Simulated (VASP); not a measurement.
# Ga (Cmcm) in VASP: single point with PBEsol

Aim: the single point of Ga with PBEsol.

Everything below comes from runs of VASP 6.6.1. Logs are shortened: lines on timing, memory, paths and dates and some standing lists are left out, and cuts for length are marked.

**1. The cell of the first run**

Symmetry: Cmcm, No. 63, orthorhombic system. The conventional cell has a = 2.900 Å, b = 8.130 Å, c = 3.170 Å, α = 90.00°, β = 90.00°, γ = 90.00°. Ga (site symmetry m2m) has 10 Ga at 2.76 to 3.17 Å within 3.6 Å.

**2. Single point, PBEsol (atom 1 (Ga) moved by (+0.000, +0.100) A along x and y)**

The input, INCAR:

```
PREC = Accurate
ENCUT = 520
EDIFF = 1E-6
ISMEAR = 0
SIGMA = 0.15
LREAL = False
LASPH = True
NELM = 100
ALGO = Fast
ISIF = 2
LWAVE = False
LCHARG = False
GGA = PS
NBANDS = 20
```

The input, KPOINTS:

```
Automatic mesh
0
Gamma
  18 18 16
```

The input, POSCAR:

```
Ga
1.0
    1.4500000000     -4.0650000000      0.0000000000
    1.4500000000      4.0650000000      0.0000000000
    0.0000000000      0.0000000000      3.1700000000
Ga
2
Direct
    0.8546998770      0.1453001230      0.2500000000
    0.1330000000      0.8670000000      0.7500000000
```

Potentials or basis: VASP PAW PBE potentials, release 64 (Ga_d).

Launch:

```sh
cat potpaw_PBE.64/Ga_d/POTCAR > POTCAR
mpirun -np 1 vasp_std > vasp.out
```

OUTCAR:

```text
PREC = Accurate
   ENCUT = 520
   EDIFF = 1E-6
   ISMEAR = 0
   LREAL = False
   LASPH = True
   NELM = 100
   ISIF = 2
   GGA = PS

 ion  position               nearest neighbor table
   1  0.855  0.145  0.250-   2 2.76   2 2.76   2 2.80   2 2.80   2 2.80   2 2.80
   2  0.133  0.867  0.750-   1 2.76   1 2.76   1 2.80   1 2.80   1 2.80   1 2.80

  LATTYP: Found a base centered orthorhombic cell.
 ALAT       =     2.9000000000
 B/A-ratio  =     2.8034482759
 C/A-ratio  =     1.0931034483

  Lattice vectors:

 A1 = (   1.4500000000,  -4.0650000000,   0.0000000000)
 A2 = (   1.4500000000,   4.0650000000,   0.0000000000)
 A3 = (   0.0000000000,   0.0000000000,   3.1700000000)

Analysis of symmetry for initial positions (statically):
=====================================================================
 Subroutine PRICEL returns:
 Original cell was already a primitive cell.

 Routine SETGRP: Setting up the symmetry group for a
 base centered orthorhombic supercell.

 Subroutine GETGRP returns: Found  8 space group operations
 (whereof  2 operations were pure point group operations)
 out of a pool of  8 trial point group operations.

The static configuration has the point symmetry C_1h.
 The point group associated with its full space group is D_2h.

Analysis of symmetry for dynamics (positions and initial velocities):
=====================================================================
 Subroutine PRICEL returns:
 Original cell was already a primitive cell.

 Routine SETGRP: Setting up the symmetry group for a
 base centered orthorhombic supercell.

 Subroutine GETGRP returns: Found  8 space group operations
 (whereof  2 operations were pure point group operations)
 out of a pool of  8 trial point group operations.

The dynamic configuration has the point symmetry C_1h.
 The point group associated with its full space group is D_2h.

 Subroutine INISYM returns: Found  8 space group operations
 (whereof  2 operations are pure point group operations),
 and found     1 'primitive' translations

----------------------------------------------------------------------------------------

                                     Primitive cell

  volume of cell :      37.3695

  direct lattice vectors                    reciprocal lattice vectors
     1.450000000 -4.065000000  0.000000000     0.344827586 -0.123001230  0.000000000
     1.450000000  4.065000000  0.000000000     0.344827586  0.123001230  0.000000000
[... 83 lines left out ...]
   ENCUT  =  520.0 eV  38.22 Ry    6.18 a.u.   8.02  8.02  5.89*2*pi/ulx,y,z
   NELM   =    100;   NELMIN=  2; NELMDL= -5     # of ELM steps
   EDIFF  = 0.1E-05   stopping-criterion for ELM
   LREAL  =      F    real-space projection
   EDIFFG = 0.1E-04   stopping-criterion for IOM
   NSW    =      0    number of steps for IOM
   IBRION =     -1    ionic relax: 0-MD 1-quasi-New 2-CG
   NFREE  =      0    steps in history (QN), initial steepest desc. (CG)
   ISIF   =      2    stress and relaxation
   ISYM   =      2    0-nonsym 1-usesym 2-fastsym
   POTIM  = 0.5000    time-step for ionic-motion
   TEBEG  =    0.0;   TEEND  =   0.0 temperature during run
   PSTRESS=    0.0 pullay stress
   NELECT =      26.0000    total number of electrons
   NUPDOWN=      -1.0000    fix difference up-down
   EMIN   =  10.00;   EMAX   =-10.00  energy-range for DOS
   EFERMI =   0.00;   METHOD = LEGACY
   ISMEAR =     0;   SIGMA  =   0.15  broadening in eV -4-tet -1-fermi 0-gaus
   EFERMI_NEDOS =   21; number of points for ismear=-14 and -15
   IALGO  =     68    algorithm
   IMIX   =      4    mixing-type and parameters
     AMIX     =   0.40;   BMIX     =  1.00
     AMIX_MAG =   1.60;   BMIX_MAG =  1.00
  volume/ion in A,a.u.               =      18.68       126.09
  Fermi-wavevector in a.u.,A,eV,Ry     =   1.450641  2.741314 28.631555  2.104360
  Thomas-Fermi vector in A             =   2.568230
   LORBIT       =      0    0 simple, 1 ext, 2 COOP (PROOUT), +10 PAW based schemes
   GGA     = PS    functional components
   LHFCALC =     F    Hartree Fock is set to
   AEXX    =    0.0000 exact exchange contribution
   IVDW    =     0    specifies the selected vdW correction
   LEPSILON=     F    determine dielectric tensor
   LRPA    =     F    only Hartree local field effects (RPA)
 non-spin polarized calculation
 RMM-DIIS sequential band-by-band and
 Gauss-broadening in eV      SIGMA  =   0.15
  energy-cutoff  :      520.00
  volume of cell :       37.37
 maximum number of plane-waves:      1027
   NGX = 17   NGY = 17   NGZ = 11

 number of electron      25.9999993 magnetization

 Free energy of the ion-electron system (eV)
  ---------------------------------------------------
  ext. energy  EPLUGINS =         0.00000000
  ---------------------------------------------------
  free energy    TOTEN  =        -6.65527695 eV

  energy without entropy =       -6.64689657  energy(sigma->0) =       -6.65108676

 E-fermi :   5.5076     XC(G=0): -11.1511

 val. band max:        5.5002954759   @ k =   0.5000   0.1111   0.4375
 cond. band min:       5.5095124371   @ k =   0.3889   0.0556   0.4375
 fundamental gap:      0.0092169611
 Fermi energy:         5.5075713031

 k-point     1 :       0.0000    0.0000    0.0000
  band No.  band energies     occupation
      1      -9.6456      2.00000
      2      -9.5971      2.00000
      3      -9.5562      2.00000
      4      -9.5184      2.00000
      5      -9.3671      2.00000
      6      -9.3509      2.00000
[... 541 lines left out ...]
     19      17.3670      0.00000
     20      20.5288      0.00000

 [... further k-points ...]

------------------------ aborting loop because EDIFF is reached ----------------------------------------

  FORCE on cell =-STRESS in cart. coord.  units (eV):
  Direction    XX          YY          ZZ          XY          YZ          ZX
  --------------------------------------------------------------------------------------
  -------------------------------------------------------------------------------------
  Total       -0.6006358     -0.5225042     -0.0935911      0.0000000     -0.0000000      0.0000000
  in kB      -25.7515847    -22.4017805     -4.0126119      0.0000000     -0.0000000      0.0000000
  external PRESSURE =     -17.3886590 kB  Pullay stress =       0.0000000 kB

 VOLUME and BASIS-vectors are now :
 -----------------------------------------------------------------------------
  energy-cutoff  :      520.00
  volume of cell :       37.37
      direct lattice vectors                 reciprocal lattice vectors
     1.450000000 -4.065000000  0.000000000     0.344827586 -0.123001230  0.000000000
     1.450000000  4.065000000  0.000000000     0.344827586  0.123001230  0.000000000
     0.000000000  0.000000000  3.170000000     0.000000000  0.000000000  0.315457413

 POSITION                                       TOTAL-FORCE (eV/Angst)
 -----------------------------------------------------------------------------------
      1.45000     -2.88371      0.79250         0.000000     -0.235850      0.000000
      1.45000      2.98371      2.37750         0.000000      0.235850      0.000000
 -----------------------------------------------------------------------------------
    total drift:                                0.000000     -0.000003     -0.000000

  FREE ENERGIE OF THE ION-ELECTRON SYSTEM (eV)
  ---------------------------------------------------
  free  energy   TOTEN  =        -6.6552769538 eV

  energy  without entropy=       -6.6468965711  energy(sigma->0) =       -6.65108676
```

Run time: 6.9 min. Hardware: 1 thread of Intel Xeon Platinum 8259CL at 2.50GHz (Skylake/Cascade Lake), shared host; peak memory 0.55 GiB.

What came out:

```
Free energy            : -6.6553 eV
Pressure               : -1.7 GPa
Largest force          : 0.236 eV/Å
Band gap on the k mesh : zero (bands 13 and 14 overlap by 8.85 eV)
```

Forces on the atoms (eV/Å):
```
Ga   0.000 -0.236  0.000
Ga   0.000  0.236  0.000
```

Caveat: the cell differs from its parent crystal (atom 1 (Ga) moved by (+0.000, +0.100) A along x and y); the PAW data sets were made with another functional, which shifts forces and pressure a little.
